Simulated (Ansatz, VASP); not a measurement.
**MgO: VASP beside Ansatz**

```xyz
2
Lattice="0.0000 2.0796 2.0796 2.0796 0.0000 2.0796 2.0796 2.0796 0.0000" Properties=species:S:1:pos:R:3 pbc="T T T"
Mg    0.0000    0.0000    0.0000
O     2.0796    2.0796    2.0796
```

Alike in both runs: functional LDA; k mesh 10 × 10 × 10; no spin polarisation.

Ansatz relaxed the structure, and its values are those at the end. VASP's run is a single point on that final structure, the one shown.

|  | VASP | Ansatz |
| --- | --- | --- |
| version | VASP 6.6.1 | Ansatz 0.2.0 |
| potentials or method | VASP PAW LDA potentials, release 64 (Mg, O), cutoff 600 eV | scalar-relativistic, plane waves, PAW |
| occupations | gaussian, width 0.01 eV | fixed |
| valence electrons in the cell | 8 | 16 |

|  | VASP | Ansatz | Ansatz less VASP |
| --- | --- | --- | --- |
| gap on the k mesh at the Fermi level (eV) | 5.04 | 5.03 | -0.002 |
| least direct gap on the mesh (eV) | 5.04 | 5.03 | -0.002 |
| pressure (GPa) | -2.0 | 0.0 | +1.95 |

LDA's correlation is that of Perdew and Zunger in VASP and of Perdew and Wang (1992) in Ansatz. VASP's potentials hold 8 valence electrons a cell and Ansatz's 16, so a difference there can come from the potentials and not from the codes.
